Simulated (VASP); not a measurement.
# CrCo2 (P4/nmm) in VASP: notebook

CrCo2 is run at these levels: PBE; tasks: single point, relaxation of cell and atoms.

All numbers are computed with VASP 6.6.1; they aren't measurements. Logs are shortened: lines on timing, memory, paths and dates and some standing lists are left out, and cuts for length are marked.

### Step 1. The cell of the first run

Symmetry: P4/nmm, No. 129, tetragonal system. The conventional cell has a = 3.477 Å, b = 3.477 Å, c = 5.595 Å, α = 90.00°, β = 90.00°, γ = 90.00°. Within 2.8 Å of Cr (site symmetry 4mm) lie 9 Co at 2.12 to 2.51 Å. Within 3.2 Å of Co (site symmetry -4m2) lie 8 Co at 2.41 to 2.46 Å and 4 Cr at 2.51 Å. Co (site symmetry 4mm) has 5 Cr at 2.12 to 2.46 Å and 4 Co at 2.41 Å within 2.8 Å.

### Step 2. Single point, PBE

Input file INCAR:

```
ALGO = Fast
EDIFF = 1E-7
ENCUT = 520
GGA = PE
ISIF = 2
ISMEAR = 0
LASPH = True
LCHARG = True
LELF = True
LREAL = False
LVHAR = True
LWAVE = False
NBANDS = 39
NELM = 80
PREC = Accurate
SIGMA = 0.1
```

Input file KPOINTS:

```
k-points
0
Gamma
  6 6 4
```

Input file POSCAR:

```
CrCo2
1.0
    3.4769298417      0.0000000000      0.0000000000
    0.0000000000      3.4769298417      0.0000000000
    0.0000000000      0.0000000000      5.5952283310
Cr Co
2 4
Direct
    0.0000000000      0.5000000000      0.6771919259
    0.5000000000      0.0000000000      0.3228080741
    0.0000000000      0.0000000000      0.0000000000
    0.5000000000      0.5000000000      0.0000000000
    0.0000000000      0.5000000000      0.2974635148
    0.5000000000      0.0000000000      0.7025364852
```

Potentials or basis: VASP PAW PBE potentials, release 64 (Cr_pv, Co).

Run with:

```
$ cat potpaw_PBE.64/Cr_pv/POTCAR potpaw_PBE.64/Co/POTCAR > POTCAR
$ mpirun -np 1 vasp_std > vasp.out
```

OUTCAR:

```text
EDIFF = 1E-7
   ENCUT = 520
   GGA = PE
   ISIF = 2
   ISMEAR = 0
   LASPH = True
   LREAL = False
   NELM = 80
   PREC = Accurate

 ion  position               nearest neighbor table
   1  0.000  0.500  0.677-   5 2.12   6 2.46   6 2.46   6 2.46   6 2.46   3 2.51   4 2.51   4 2.51
                             3 2.51   2 3.16   2 3.16   2 3.16   2 3.16
   2  0.500  0.000  0.323-   6 2.12   5 2.46   5 2.46   5 2.46   5 2.46   3 2.51   3 2.51   4 2.51
                             4 2.51   1 3.16   1 3.16   1 3.16   1 3.16
   3  0.000  0.000  0.000-   5 2.41   6 2.41   5 2.41   6 2.41   4 2.46   4 2.46   4 2.46   4 2.46
                             2 2.51   1 2.51   2 2.51   1 2.51
   4  0.500  0.500  0.000-   5 2.41   6 2.41   6 2.41   5 2.41   3 2.46   3 2.46   3 2.46   3 2.46
                             1 2.51   2 2.51   2 2.51   1 2.51
   5  0.000  0.500  0.297-   1 2.12   3 2.41   4 2.41   3 2.41   4 2.41   2 2.46   2 2.46   2 2.46
                             2 2.46
   6  0.500  0.000  0.703-   2 2.12   3 2.41   4 2.41   4 2.41   3 2.41   1 2.46   1 2.46   1 2.46
                             1 2.46

  LATTYP: Found a simple tetragonal cell.
 ALAT       =     3.4769298417
 C/A-ratio  =     1.6092439554

  Lattice vectors:

 A1 = (   3.4769298417,   0.0000000000,   0.0000000000)
 A2 = (   0.0000000000,   3.4769298417,   0.0000000000)
 A3 = (   0.0000000000,   0.0000000000,   5.5952283310)

Analysis of symmetry for initial positions (statically):
=====================================================================
 Subroutine PRICEL returns:
 Original cell was already a primitive cell.

 Routine SETGRP: Setting up the symmetry group for a
 simple tetragonal supercell.

 Subroutine GETGRP returns: Found 16 space group operations
 (whereof  8 operations were pure point group operations)
 out of a pool of 16 trial point group operations.

The static configuration has the point symmetry D_2d.
 The point group associated with its full space group is D_4h.

Analysis of symmetry for dynamics (positions and initial velocities):
=====================================================================
 Subroutine PRICEL returns:
 Original cell was already a primitive cell.

 Routine SETGRP: Setting up the symmetry group for a
 simple tetragonal supercell.

 Subroutine GETGRP returns: Found 16 space group operations
 (whereof  8 operations were pure point group operations)
 out of a pool of 16 trial point group operations.

The dynamic configuration has the point symmetry D_2d.
 The point group associated with its full space group is D_4h.

 Subroutine INISYM returns: Found 16 space group operations
 (whereof  8 operations are pure point group operations),
 and found     1 'primitive' translations

----------------------------------------------------------------------------------------

                                     Primitive cell

  volume of cell :      67.6409

  direct lattice vectors                    reciprocal lattice vectors
     3.476929842  0.000000000  0.000000000     0.287610060  0.000000000  0.000000000
     0.000000000  3.476929842  0.000000000     0.000000000  0.287610060  0.000000000
     0.000000000  0.000000000  5.595228331     0.000000000  0.000000000  0.178723716

  length of vectors
     3.476929842  3.476929842  5.595228331     0.287610060  0.287610060  0.178723716

  position of ions in fractional coordinates (direct lattice)
     0.000000000  0.500000000  0.677191926
     0.500000000  0.000000000  0.322808074
     0.000000000  0.000000000  0.000000000
     0.500000000  0.500000000  0.000000000
     0.000000000  0.500000000  0.297463515
     0.500000000  0.000000000  0.702536485

  ion indices of the primitive-cell ions
   primitive index   ion index
                 1           1
                 2           2
                 3           3
                 4           4
                 5           5
                 6           6

----------------------------------------------------------------------------------------

 KPOINTS: k-points

Automatic generation of k-mesh.
 Grid dimensions read from file:
 generate k-points for:    6    6    4

 Generating k-lattice:

  Cartesian coordinates                     Fractional coordinates (reciprocal lattice)
     0.047935010  0.000000000  0.000000000     0.166666667  0.000000000  0.000000000
     0.000000000  0.047935010  0.000000000     0.000000000  0.166666667  0.000000000
     0.000000000  0.000000000  0.044680929     0.000000000  0.000000000  0.250000000

  Length of vectors
     0.047935010  0.047935010  0.044680929

  Shift w.r.t. Gamma in fractional coordinates (k-lattice)
     0.000000000  0.000000000  0.000000000

 Subroutine IBZKPT returns following result:
 ===========================================

 Found     30 irreducible k-points:

 Following reciprocal coordinates:
            Coordinates               Weight
  0.000000  0.000000  0.000000      1.000000
  0.166667  0.000000  0.000000      4.000000
  0.333333  0.000000  0.000000      4.000000
  0.500000  0.000000  0.000000      2.000000
  0.166667  0.166667  0.000000      4.000000
  0.333333  0.166667  0.000000      8.000000
[... 16 lines left out ...]
  0.333333  0.000000  0.500000      4.000000
  0.500000  0.000000  0.500000      2.000000
 [... further k-points ...]
   k-points           NKPTS =     30   k-points in BZ     NKDIM =     30   number of bands    NBANDS=     39
   number of dos      NEDOS =    301   number of ions     NIONS =      6
   total plane-waves  NPLWV =  32928
   dimension x,y,z NGX =    28 NGY =   28 NGZ =   42
   dimension x,y,z NGXF=    56 NGYF=   56 NGZF=   84
   ions per type =               2   4
   NGX,Y,Z   is equivalent  to a cutoff of  13.39, 13.39, 12.48 a.u.
   NGXF,Y,Z  is equivalent  to a cutoff of  26.78, 26.78, 24.96 a.u.
 SYSTEM =  unknown system
   PREC   = accura    normal or accurate (medium, high low for compatibility)
   ISTART =      0    job   : 0-new  1-cont  2-samecut
   ICHARG =      2    charge: 1-file 2-atom 10-const
   ISPIN  =      1    spin polarized calculation?
   LNONCOLLINEAR =      F non collinear calculations
   LSORBIT =      F    spin-orbit coupling
   LASPH  =      T    aspherical Exc in radial PAW
   ENCUT  =  520.0 eV  38.22 Ry    6.18 a.u.   6.46  6.46 10.40*2*pi/ulx,y,z
   NELM   =     80;   NELMIN=  2; NELMDL= -5     # of ELM steps
   EDIFF  = 0.1E-06   stopping-criterion for ELM
   LREAL  =      F    real-space projection
   EDIFFG = 0.1E-05   stopping-criterion for IOM
   NSW    =      0    number of steps for IOM
   IBRION =     -1    ionic relax: 0-MD 1-quasi-New 2-CG
   NFREE  =      0    steps in history (QN), initial steepest desc. (CG)
   ISIF   =      2    stress and relaxation
   ISYM   =      2    0-nonsym 1-usesym 2-fastsym
   POTIM  = 0.5000    time-step for ionic-motion
   TEBEG  =    0.0;   TEEND  =   0.0 temperature during run
   PSTRESS=    0.0 pullay stress
   NELECT =      60.0000    total number of electrons
   NUPDOWN=      -1.0000    fix difference up-down
   EMIN   =  10.00;   EMAX   =-10.00  energy-range for DOS
   EFERMI =   0.00;   METHOD = LEGACY
   ISMEAR =     0;   SIGMA  =   0.10  broadening in eV -4-tet -1-fermi 0-gaus
   EFERMI_NEDOS =   21; number of points for ismear=-14 and -15
   IALGO  =     68    algorithm
   IMIX   =      4    mixing-type and parameters
     AMIX     =   0.40;   BMIX     =  1.00
     AMIX_MAG =   1.60;   BMIX_MAG =  1.00
  volume/ion in A,a.u.               =      11.27        76.08
  Fermi-wavevector in a.u.,A,eV,Ry     =   1.572976  2.972493 33.664251  2.474253
  Thomas-Fermi vector in A             =   2.674329
   LORBIT       =      0    0 simple, 1 ext, 2 COOP (PROOUT), +10 PAW based schemes
   GGA     = PE    functional components
   LHFCALC =     F    Hartree Fock is set to
   AEXX    =    0.0000 exact exchange contribution
   IVDW    =     0    specifies the selected vdW correction
   LEPSILON=     F    determine dielectric tensor
   LRPA    =     F    only Hartree local field effects (RPA)
 non-spin polarized calculation
 RMM-DIIS sequential band-by-band and
 Gauss-broadening in eV      SIGMA  =   0.10
  energy-cutoff  :      520.00
  volume of cell :       67.64
 maximum number of plane-waves:      1853
 NGX is ok and might be reduce to    28
   NGX = 13   NGY = 13   NGZ = 21

 number of electron      59.9999976 magnetization

 Free energy of the ion-electron system (eV)
  ---------------------------------------------------
  ext. energy  EPLUGINS =         0.00000000
  ---------------------------------------------------
  free energy    TOTEN  =       -45.23923629 eV

  energy without entropy =      -45.18830739  energy(sigma->0) =      -45.21377184

 E-fermi :  10.2271     XC(G=0): -13.3463

 val. band max:       10.2261780938   @ k =   0.3333   0.3333   0.0000
 cond. band min:      10.2379271275   @ k =   0.3333   0.3333   0.2500
 fundamental gap:      0.0117490338
 Fermi energy:        10.2270721404

 k-point     1 :       0.0000    0.0000    0.0000
  band No.  band energies     occupation
      1     -33.0185      2.00000
      2     -33.0008      2.00000
      3     -33.0008      2.00000
      4     -32.9810      2.00000
      5     -32.9759      2.00000
      6     -32.9759      2.00000
[... 31 lines left out ...]
     38      13.7091      0.00000
     39      13.7096      0.00000

 k-point     2 :       0.1667    0.0000    0.0000
  band No.  band energies     occupation
      1     -33.0181      2.00000
      2     -33.0079      2.00000
      3     -32.9994      2.00000
      4     -32.9801      2.00000
      5     -32.9794      2.00000
      6     -32.9778      2.00000
[... 913 lines left out ...]
     38      11.4273      0.00000
     39      12.9469      0.00000

 k-point    24 :       0.5000    0.0000    0.5000
  band No.  band energies     occupation
      1     -33.0241      2.00000
      2     -33.0241      2.00000
      3     -32.9896      2.00000
      4     -32.9896      2.00000
      5     -32.9829      2.00000
      6     -32.9829      2.00000
[... 31 lines left out ...]
     38      11.2801      0.00000
     39      12.0102      0.00000

 [... further k-points ...]

------------------------ aborting loop because EDIFF is reached ----------------------------------------

  FORCE on cell =-STRESS in cart. coord.  units (eV):
  Direction    XX          YY          ZZ          XY          YZ          ZX
  --------------------------------------------------------------------------------------
  -------------------------------------------------------------------------------------
  Total       -0.3673982     -0.3673982     -0.1290785      0.0000000      0.0000000      0.0000000
  in kB       -8.7023776     -8.7023776     -3.0574185      0.0000000      0.0000000      0.0000000
  external PRESSURE =      -6.8207246 kB  Pullay stress =       0.0000000 kB

 VOLUME and BASIS-vectors are now :
 -----------------------------------------------------------------------------
  energy-cutoff  :      520.00
  volume of cell :       67.64
      direct lattice vectors                 reciprocal lattice vectors
     3.476929842  0.000000000  0.000000000     0.287610060  0.000000000  0.000000000
     0.000000000  3.476929842  0.000000000     0.000000000  0.287610060  0.000000000
     0.000000000  0.000000000  5.595228331     0.000000000  0.000000000  0.178723716

 POSITION                                       TOTAL-FORCE (eV/Angst)
 -----------------------------------------------------------------------------------
      0.00000      1.73846      3.78904         0.000000     -0.000000      0.054430
      1.73846      0.00000      1.80618        -0.000000      0.000000     -0.054430
      0.00000      0.00000      0.00000        -0.000000      0.000000     -0.000000
      1.73846      1.73846      0.00000        -0.000000      0.000000     -0.000000
      0.00000      1.73846      1.66438         0.000000      0.000000     -0.017243
      1.73846      0.00000      3.93085        -0.000000     -0.000000      0.017243
 -----------------------------------------------------------------------------------
    total drift:                                0.000000      0.000000      0.000000

  FREE ENERGIE OF THE ION-ELECTRON SYSTEM (eV)
  ---------------------------------------------------
  free  energy   TOTEN  =       -45.2392362899 eV

  energy  without entropy=      -45.1883073880  energy(sigma->0) =      -45.21377184
```

Run time: 63 s. Hardware: 1 thread of Intel Xeon 6975P-C (Granite Rapids), shared host; peak memory 0.22 GiB.

Results:

```
Free energy            : -45.2392 eV
Pressure               : -0.7 GPa
Largest force          : 0.054 eV/Å
Band gap on the k mesh : zero (bands 30 and 31 overlap by 0.94 eV)
```

Forces on the atoms (eV/Å):
```
Cr   0.000  0.000  0.054
Cr   0.000  0.000 -0.054
Co   0.000  0.000  0.000
Co   0.000  0.000  0.000
Co   0.000  0.000 -0.017
Co   0.000  0.000  0.017
```

Caveat: the run has no spin polarisation, though such a crystal can be magnetic.

### Step 3. Relaxation of cell and atoms, PBE

This run uses another cell than the first one, of 9.80 Å³/atom.

Input file INCAR:

```
ALGO = Fast
EDIFF = 1E-6
EDIFFG = -0.04
ENCUT = 600
GGA = PE
IBRION = 2
ISIF = 3
ISMEAR = 0
LASPH = True
LCHARG = False
LREAL = False
LWAVE = False
NELM = 60
NSW = 90
PREC = Accurate
SIGMA = 0.1
```

KPOINTS is that of step 2.

Input file POSCAR:

```
CrCo2
1.0
    3.3778511849      0.0000000000      0.0000000000
    0.0000000000      3.3778511849      0.0000000000
    0.0000000000      0.0000000000      5.1539307533
Cr Co
2 4
Direct
    0.0000000000      0.5000000000      0.7000000000
    0.5000000000      0.0000000000      0.3000000000
    0.0000000000      0.0000000000      0.0000000000
    0.5000000000      0.5000000000      0.0000000000
    0.0000000000      0.5000000000      0.2700000000
    0.5000000000      0.0000000000      0.7300000000
```

Potentials or basis: VASP PAW PBE potentials, release 64 (Cr_pv, Co).

Run with:

```
$ cat potpaw_PBE.64/Cr_pv/POTCAR potpaw_PBE.64/Co/POTCAR > POTCAR
$ mpirun -np 1 vasp_std > vasp.out
```

OUTCAR:

```text
EDIFF = 1E-6
   EDIFFG = -0.04
   ENCUT = 600
   GGA = PE
   IBRION = 2
   ISIF = 3
   ISMEAR = 0
   LASPH = True
   LREAL = False
   NELM = 60
   NSW = 90
   PREC = Accurate

 ion  position               nearest neighbor table
   1  0.000  0.500  0.700-   5 2.22   4 2.29   3 2.29   3 2.29   4 2.29   6 2.39   6 2.39   6 2.39
                             6 2.39   5 2.94   2 3.16   2 3.16   2 3.16   2 3.16
   2  0.500  0.000  0.300-   6 2.22   4 2.29   3 2.29   4 2.29   3 2.29   5 2.39   5 2.39   5 2.39
                             5 2.39   6 2.94   1 3.16   1 3.16   1 3.16   1 3.16
   3  0.000  0.000  0.000-   5 2.19   6 2.19   5 2.19   6 2.19   1 2.29   1 2.29   2 2.29   2 2.29
                             4 2.39   4 2.39   4 2.39   4 2.39
   4  0.500  0.500  0.000-   5 2.19   6 2.19   6 2.19   5 2.19   2 2.29   1 2.29   1 2.29   2 2.29
                             3 2.39   3 2.39   3 2.39   3 2.39
   5  0.000  0.500  0.270-   3 2.19   4 2.19   3 2.19   4 2.19   1 2.22   2 2.39   2 2.39   2 2.39
                             2 2.39   1 2.94
   6  0.500  0.000  0.730-   3 2.19   4 2.19   4 2.19   3 2.19   2 2.22   1 2.39   1 2.39   1 2.39
                             1 2.39   2 2.94

  LATTYP: Found a simple tetragonal cell.
[... 1341 lines left out ...]
--------------------------------------- Ionic step       21  -------------------------------------------

 number of electron      59.9999983 magnetization

 Free energy of the ion-electron system (eV)
  ---------------------------------------------------
  ext. energy  EPLUGINS =         0.00000000
  ---------------------------------------------------
  free energy    TOTEN  =       -45.23476589 eV

  energy without entropy =      -45.18386339  energy(sigma->0) =      -45.20931464

 E-fermi :  10.2522     XC(G=0): -13.3576

 val. band max:       10.2424576254   @ k =   0.0000   0.0000   0.0000
 cond. band min:      10.2629708148   @ k =   0.3333   0.3333   0.2500
 fundamental gap:      0.0205131894
 Fermi energy:        10.2522180921

 k-point     1 :       0.0000    0.0000    0.0000
  band No.  band energies     occupation
      1     -32.9859      2.00000
      2     -32.9699      2.00000
      3     -32.9699      2.00000
      4     -32.9491      2.00000
      5     -32.9462      2.00000
      6     -32.9462      2.00000
[... 960 lines left out ...]
  FREE ENERGIE OF THE ION-ELECTRON SYSTEM (eV)
  ---------------------------------------------------
  free  energy   TOTEN  =       -45.2347658861 eV

  energy  without entropy=      -45.1838633914  energy(sigma->0) =      -45.20931464

 reached required accuracy - stopping structural energy minimisation
```

OSZICAR:

```text
N       E                     dE             d eps       ncg     rms          rms(c)
DAV:   1     0.628148484991E+03    0.62815E+03   -0.31841E+04  2184   0.252E+03
DAV:   2     0.255437702321E+01   -0.62559E+03   -0.61296E+03  2160   0.571E+02
DAV:   3    -0.465308346781E+02   -0.49085E+02   -0.46568E+02  2292   0.193E+02
DAV:   4    -0.501288997442E+02   -0.35981E+01   -0.34838E+01  3168   0.423E+01
[... 360 lines left out ...]
RMM:   6    -0.452347650475E+02    0.13352E-03   -0.30345E-04  2279   0.151E-01    0.484E-02
RMM:   7    -0.452347622592E+02    0.27883E-05   -0.15781E-04  2464   0.933E-02    0.249E-02
RMM:   8    -0.452347619194E+02    0.33977E-06   -0.93766E-05  2509   0.705E-02    0.111E-02
RMM:   9    -0.452347650562E+02   -0.31367E-05   -0.43716E-05  2692   0.322E-02    0.130E-02
RMM:  10    -0.452347658861E+02   -0.82989E-06   -0.94632E-06  2058   0.133E-02
  21 F= -.45234766E+02 E0= -.45209315E+02  d E =-.494073E-03
```

CONTCAR:

```text
CrCo2
   1.00000000000000
     3.4740281886413245   -0.0000000000000000    0.0000000000000000
     0.0000000000000000    3.4740281886413245    0.0000000000000000
    -0.0000000000000000   -0.0000000000000000    5.5933380642887434
  Cr              Co
     2     4
Direct
     0.0000000000000000    0.5000000000000000    0.6789275389507363
     0.5000000000000000    0.0000000000000000    0.3210724610492636
     0.0000000000000000    0.0000000000000000    0.0000000000000000
     0.5000000000000000    0.5000000000000000    0.0000000000000000
     0.0000000000000000    0.5000000000000000    0.2979406759606736
     0.5000000000000000    0.0000000000000000    0.7020593240393262

  0.00000000E+00  0.00000000E+00  0.00000000E+00
  0.00000000E+00  0.00000000E+00  0.00000000E+00
  0.00000000E+00  0.00000000E+00  0.00000000E+00
  0.00000000E+00  0.00000000E+00  0.00000000E+00
  0.00000000E+00  0.00000000E+00  0.00000000E+00
  0.00000000E+00  0.00000000E+00  0.00000000E+00
```

It took 13 min on 1 thread of Intel Xeon 6975P-C (Granite Rapids), shared host; peak memory 0.23 GiB.

Results:

* Free energy: -45.2348 eV
* Relaxed volume: 11.25 Å³/atom
* Relaxed cell: a = 3.474 Å, b = 3.474 Å, c = 5.593 Å, α = 90.00°, β = 90.00°, γ = 90.00°
* Space group after relaxing (to 0.1 Å): P4/nmm (No. 129)
* Pressure after relaxing: -0.1 GPa
* Largest force after relaxing: 0.030 eV/Å
* Band gap on the k mesh: zero (bands 30 and 31 overlap by 0.95 eV)

Forces in eV/Å, atoms in the order of the input:
```
Cr   0.000  0.000 -0.030
Cr   0.000  0.000  0.030
Co   0.000  0.000  0.000
Co   0.000  0.000  0.000
Co   0.000  0.000  0.024
Co   0.000  0.000 -0.024
```

Final structure:
```xyz
6
Lattice="3.4740 0.0000 0.0000 0.0000 3.4740 0.0000 0.0000 0.0000 5.5933" Properties=species:S:1:pos:R:3 pbc="T T T"
Cr    0.0000    1.7370    3.7975
Cr    1.7370    0.0000    1.7959
Co    0.0000    0.0000    0.0000
Co    1.7370    1.7370    0.0000
Co    0.0000    1.7370    1.6665
Co    1.7370    0.0000    3.9269
```

Levels at points of the mesh, in eV from the Fermi level:
```csv
k point,band 28,band 29,band 30,band 31,band 32,band 33
"(0.00, 0.00, 0.00)",-0.01,0.66,0.66,0.86,0.93,1.27
"(0.50, 0.00, 0.00)",-0.89,-0.38,-0.38,0.05,0.05,0.18
"(0.50, 0.50, 0.00)",-0.48,0.09,0.09,0.71,0.71,0.82
"(0.00, 0.00, 0.50)",0.11,0.31,0.31,0.65,0.65,0.66
"(0.50, 0.00, 0.50)",-0.67,-0.04,-0.04,0.12,0.12,0.23
"(0.50, 0.50, 0.50)",-0.86,-0.36,-0.36,-0.29,-0.29,0.70
```

Caveat: the run has no spin polarisation, though such a crystal can be magnetic. Spin polarisation is off, so any magnetic state and its effect on volume and gap are missing.
